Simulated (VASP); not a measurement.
# BeC2 (I4/mmm) in VASP: vibrations by perturbation theory with PBE

Aim: the vibrations by perturbation theory of BeC2 with PBE.

Everything below comes from runs of VASP 6.6.1. Logs are shortened: lines on timing, memory, paths and dates and some standing lists are left out, and cuts for length are marked.

## Step 1: The cell of the first run

It takes space group I4/mmm (No. 139, tetragonal). Conventional cell: a = 3.318 Å, b = 3.318 Å, c = 4.654 Å, α = 90.00°, β = 90.00°, γ = 90.00°. Be (site symmetry 4/mmm) has 2 C at 1.70 Å within 2.3 Å. Within 1.8 Å of C (site symmetry 4mm) lie 1 C at 1.25 Å and 1 Be at 1.70 Å.

## Step 2: Vibrations by perturbation theory, PBE

INCAR

```
SYSTEM = BeC2
PREC = Accurate
ENCUT = 520
EDIFF = 1E-8
ISMEAR = 0
SIGMA = 0.01
LREAL = .FALSE.
LASPH = .TRUE.
NELM = 100
ALGO = Normal
ISIF = 2
LWAVE = .FALSE.
LCHARG = .TRUE.
GGA = PE
NBANDS = 12
IBRION = 8
NSW = 1
LEPSILON = .TRUE.
```

KPOINTS

```
Automatic mesh
0
G
  8 8 8
  0 0 0
```

POSCAR

```
BeC2
1.0
   -1.6588558808      1.6588558808      2.3268201491
    1.6588558808     -1.6588558808      2.3268201491
    1.6588558808      1.6588558808     -2.3268201491
Be C
1 2
Direct
    0.0000000000      0.0000000000      0.0000000000
    0.6341882311      0.6341882311      0.0000000000
    0.3658117689      0.3658117689      0.0000000000
```

Potentials or basis: VASP PAW PBE potentials, release 64 (Be, C).

Run with:

```bash
> cat potpaw_PBE.64/Be/POTCAR potpaw_PBE.64/C/POTCAR > POTCAR
> mpirun -np 1 vasp_std > vasp.out
```

OUTCAR:

```text
SYSTEM = BeC2
   PREC = Accurate
   ENCUT = 520
   EDIFF = 1E-8
   ISMEAR = 0
   LREAL = .FALSE.
   LASPH = .TRUE.
   NELM = 100
   ISIF = 2
   GGA = PE
   IBRION = 8
   NSW = 1
   LEPSILON = .TRUE.

 ion  position               nearest neighbor table
   1  0.000  0.000  0.000-   2 1.70   3 1.70
   2  0.634  0.634  0.000-   3 1.25   1 1.70
   3  0.366  0.366  0.000-   2 1.25   1 1.70

  LATTYP: Found a body centered tetragonal cell.
 ALAT       =     3.3177117616
 C/A-ratio  =     1.4026656420

  Lattice vectors:

 A1 = (  -1.6588558808,   1.6588558808,   2.3268201491)
 A2 = (   1.6588558808,  -1.6588558808,   2.3268201491)
 A3 = (   1.6588558808,   1.6588558808,  -2.3268201491)

Analysis of symmetry for initial positions (statically):
=====================================================================
 Subroutine PRICEL returns:
 Original cell was already a primitive cell.

 Routine SETGRP: Setting up the symmetry group for a
 body centered tetragonal supercell.

 Subroutine GETGRP returns: Found 16 space group operations
 (whereof 16 operations were pure point group operations)
 out of a pool of 16 trial point group operations.

The static configuration has the point symmetry D_4h.

Analysis of symmetry for dynamics (positions and initial velocities):
=====================================================================
 Subroutine PRICEL returns:
 Original cell was already a primitive cell.

 Routine SETGRP: Setting up the symmetry group for a
 body centered tetragonal supercell.

 Subroutine GETGRP returns: Found 16 space group operations
 (whereof 16 operations were pure point group operations)
 out of a pool of 16 trial point group operations.

The dynamic configuration has the point symmetry D_4h.

 Subroutine INISYM returns: Found 16 space group operations
 (whereof 16 operations are pure point group operations),
 and found     1 'primitive' translations

----------------------------------------------------------------------------------------

                                     Primitive cell

  volume of cell :      25.6118

  direct lattice vectors                    reciprocal lattice vectors
    -1.658855881  1.658855881  2.326820149     0.000000000  0.301412561  0.214885538
     1.658855881 -1.658855881  2.326820149     0.301412561  0.000000000  0.214885538
     1.658855881  1.658855881 -2.326820149     0.301412561  0.301412561  0.000000000

  length of vectors
     3.304193952  3.304193952  3.304193952     0.370169322  0.370169322  0.426261732

  position of ions in fractional coordinates (direct lattice)
     0.000000000  0.000000000  0.000000000
     0.634188231  0.634188231  0.000000000
     0.365811769  0.365811769  0.000000000

  ion indices of the primitive-cell ions
   primitive index   ion index
                 1           1
                 2           2
                 3           3

----------------------------------------------------------------------------------------

 KPOINTS: Automatic mesh

Automatic generation of k-mesh.
 Grid dimensions read from file:
 generate k-points for:    8    8    8

 Generating k-lattice:

  Cartesian coordinates                     Fractional coordinates (reciprocal lattice)
     0.000000000  0.037676570  0.026860692     0.125000000 -0.000000000  0.000000000
     0.037676570  0.000000000  0.026860692    -0.000000000  0.125000000  0.000000000
     0.037676570  0.037676570  0.000000000     0.000000000  0.000000000  0.125000000

  Length of vectors
     0.046271165  0.046271165  0.053282717

  Shift w.r.t. Gamma in fractional coordinates (k-lattice)
     0.000000000  0.000000000  0.000000000

 Subroutine IBZKPT returns following result:
 ===========================================
[... 493 lines left out ...]
           7.312578     0.000000     0.000000
           0.000000     7.312578    -0.000000
           0.000000     0.000000    12.174576
 ------------------------------------------------------

 Free energy of the ion-electron system (eV)
  ---------------------------------------------------
  ---------------------------------------------------
  free energy    TOTEN  =        -0.44856815 eV

  energy without entropy =       -0.44856815

------------------------ aborting loop because EDIFF is reached ----------------------------------------

--------------------------------------- Ionic step        2  -------------------------------------------

------------------------ aborting loop because EDIFF is reached ----------------------------------------

--------------------------------------- Ionic step        3  -------------------------------------------

------------------------ aborting loop because EDIFF is reached ----------------------------------------

 PIEZOELECTRIC TENSOR FIELD DIRECTION 3  (e Angst)
 -----------------------------------------------------------------------------
    -0.00084  0.00000  0.00000           (  0.00000  0.00000  0.00000)
     0.00000 -0.00084 -0.00000           (  0.00000  0.00000  0.00000)
     0.00000  0.00000  0.00228           (  0.00000  0.00000  0.00001)

 PIEZOELECTRIC TENSOR FIELD DIRECTION 3  (C/m^2)
 -----------------------------------------------------------------------------
    -0.00052  0.00000  0.00000
     0.00000 -0.00052 -0.00000
     0.00000  0.00000  0.00143

--------------------------------------- Ionic step        4  -------------------------------------------

------------------------ aborting loop because EDIFF is reached ----------------------------------------

[... ionic steps 5 to 5 ...]

--------------------------------------- Ionic step        6  -------------------------------------------

------------------------ aborting loop because EDIFF is reached ----------------------------------------

--------------------------------------- Ionic step        7  -------------------------------------------

------------------------ aborting loop because EDIFF is reached ----------------------------------------

[... ionic steps 8 to 8 ...]

--------------------------------------- Ionic step        9  -------------------------------------------

 Free energy of the ion-electron system (eV)
  ---------------------------------------------------
  ---------------------------------------------------
  free energy    TOTEN  =        -0.13946419 eV

  energy without entropy =       -0.13946419

------------------------ aborting loop because EDIFF is reached ----------------------------------------

 INTERNAL STRAIN TENSOR  FOR ION    2  DIRECTION 3   (eV/Angst):
 -----------------------------------------------------------------------------
     0.30443  0.00000  0.00000
     0.00000  0.30443  0.00000
     0.00000  0.00000-74.57444

 MACROSCOPIC STATIC DIELECTRIC TENSOR (including local field effects in DFT)
 ------------------------------------------------------
           6.978523     0.000000     0.000000
           0.000000     6.978523     0.000000
          -0.000000     0.000000     9.990500
 ------------------------------------------------------

 PIEZOELECTRIC TENSOR (including local field effects)  for field in x, y, z        (e  Angst)
          XX          YY          ZZ          XY          YZ          ZX
  --------------------------------------------------------------------------------
  x     0.00000     0.00000     0.00000     0.00000     0.00000     0.00000
  y     0.00000     0.00000     0.00000     0.00000     0.00000     0.00000
  z     0.00000     0.00000     0.00000     0.00000     0.00000     0.00000

 PIEZOELECTRIC TENSOR (including local field effects)  for field in x, y, z        (C/m^2)
          XX          YY          ZZ          XY          YZ          ZX
  --------------------------------------------------------------------------------
  x     0.00000     0.00000     0.00000     0.00000     0.00000     0.00000
  y     0.00000     0.00000     0.00000     0.00000     0.00000     0.00000
  z     0.00000     0.00000     0.00000     0.00000     0.00000     0.00000

 BORN EFFECTIVE CHARGES (including local field effects) (in |e|, cummulative output)
 ---------------------------------------------------------------------------------
 ion    1
    1     2.89769    -0.00000    -0.00000
    2     0.00000     2.89769     0.00000
    3     0.00000    -0.00000     1.23909
 ion    2
    1    -1.44885    -0.00000     0.00000
    2     0.00000    -1.44885     0.00000
    3     0.00000     0.00000    -0.61955
 ion    3
    1    -1.44885     0.00000     0.00000
    2     0.00000    -1.44885     0.00000
    3     0.00000     0.00000    -0.61955

 INTERNAL STRAIN TENSOR FOR ION    3 for displacements in x,y,z  (eV/Angst):
          X           Y           Z          XY          YZ          ZX
  --------------------------------------------------------------------------------
  x     0.00000     0.00000     0.00000     0.00000     0.00000    -1.86467
  y     0.00000     0.00000     0.00000     0.00000    -2.59267     0.00000
  z    -0.30443    -0.30443    74.57444     0.00000     0.00000     0.00000

 SECOND DERIVATIVES (NOT SYMMETRIZED)
 ------------------------------------
               1X          1Y          1Z          2X          2Y          2Z          3X          3Y          3Z
  1X     4.984827    0.000000    0.000000   -2.492413    0.000000    0.000000   -2.492413    0.000000    0.000000
  1Y     0.000000    4.984827   -0.000000    0.000000   -2.492413    0.000000    0.000000   -2.492413    0.000000
  1Z     0.000000   -0.000000  -27.576246    0.000000    0.000000   13.788123    0.000000    0.000000   13.788123
  2X    -2.493292    0.000000    0.000000   -3.172557    0.000000    0.000000    5.665849    0.000000    0.000000
  2Y     0.000000   -2.493292    0.000000    0.000000   -3.172557    0.000000    0.000000    5.665849   -0.000000
  2Z     0.000000   -0.000000   13.786129    0.000000   -0.000000  -91.409854    0.000000    0.000000   77.623725
  3X    -2.493292    0.000000    0.000000    5.665849    0.000000    0.000000   -3.172557    0.000000    0.000000
  3Y     0.000000   -2.493292    0.000000    0.000000    5.665849   -0.000000    0.000000   -3.172557    0.000000
  3Z     0.000000   -0.000000   13.786129    0.000000    0.000000   77.623725    0.000000   -0.000000  -91.409854

 Eigenvectors and eigenvalues of the dynamical matrix
 ----------------------------------------------------

   1 f  =   58.647248 THz   368.491526 2PiTHz 1956.261615 cm-1   242.545419 meV
             X         Y         Z           dx          dy          dz
      0.000000  0.000000  0.000000    -0.000000    0.000000    0.000000
      0.000000  0.000000  2.951284     0.000000   -0.000000   -0.707107
      0.000000  0.000000  1.702356    -0.000000    0.000000    0.707107
[... 43 lines left out ...]
   9 f/i=   13.634667 THz    85.669139 2PiTHz  454.803535 cm-1    56.388426 meV
             X         Y         Z           dx          dy          dz
      0.000000  0.000000  0.000000    -0.824693   -0.216748    0.000000
      0.000000  0.000000  2.951284     0.357260    0.093896    0.000000
      0.000000  0.000000  1.702356     0.357260    0.093896    0.000000

--------------------------------------------------------------------------------------------------------

 MACROSCOPIC STATIC DIELECTRIC TENSOR IONIC CONTRIBUTION
 ------------------------------------------------------
           0.000000    -0.000000     0.000000
          -0.000000    -0.000000    -0.000000
           0.000000    -0.000000     0.393386
 ------------------------------------------------------

 ELASTIC MODULI CONTR FROM IONIC RELAXATION (kBar)
 Direction    XX          YY          ZZ          XY          YZ          ZX
 --------------------------------------------------------------------------------
 XX          -0.0686     -0.0686     16.8036      0.0000      0.0000     -0.0000
 YY          -0.0686     -0.0686     16.8036      0.0000      0.0000     -0.0000
 ZZ          16.8036     16.8036  -4116.3044      0.0000     -0.0000      0.0000
 XY           0.0000      0.0000      0.0000      0.0000      0.0000      0.0000
 YZ           0.0000      0.0000     -0.0000      0.0000    -95.1528      0.0000
 ZX          -0.0000     -0.0000      0.0000      0.0000      0.0000    -49.2189
 --------------------------------------------------------------------------------

 PIEZOELECTRIC TENSOR IONIC CONTR  for field in x, y, z        (C/m^2)
          XX          YY          ZZ          XY          YZ          ZX
  --------------------------------------------------------------------------------
  x    -0.00000    -0.00000     0.00000     0.00000     0.00000    -0.00000
  y    -0.00000    -0.00000     0.00000     0.00000    -0.00000    -0.00000
  z     0.00000     0.00000    -0.00000     0.00000     0.00000    -0.00000
```

Run time: 2.7 min. Hardware: 1 thread of Intel Xeon 6975P-C (Granite Rapids), shared host; peak memory 0.25 GiB.

Results:

* Electronic dielectric tensor (diagonal): 6.98, 6.98, 9.99
* Born charges (mean of the diagonal): Be +2.34; C -1.17 e
* Highest phonon frequency at Γ: 1956 cm⁻¹
* Most unstable mode: 455i cm⁻¹

Phonon frequencies in cm⁻¹ (negative: imaginary):
| q point | frequencies |
| --- | --- |
| (0.000, 0.000, 0.000) | -455 -455 0 0 0 447 447 1070 1956 |

Electronic dielectric tensor:
```
6.98 0.00 0.00
0.00 6.98 0.00
0.00 0.00 9.99
```

Born effective charge tensors (e):
atom 1, Be
```
2.90 0.00 0.00
0.00 2.90 0.00
0.00 0.00 1.24
```
atom 2, C
```
-1.45  0.00  0.00
 0.00 -1.45  0.00
 0.00  0.00 -0.62
```
atom 3, C
```
-1.45  0.00  0.00
 0.00 -1.45  0.00
 0.00  0.00 -0.62
```

Caveat: the cell stands under pressure or tension, which shifts response properties; some modes are imaginary.
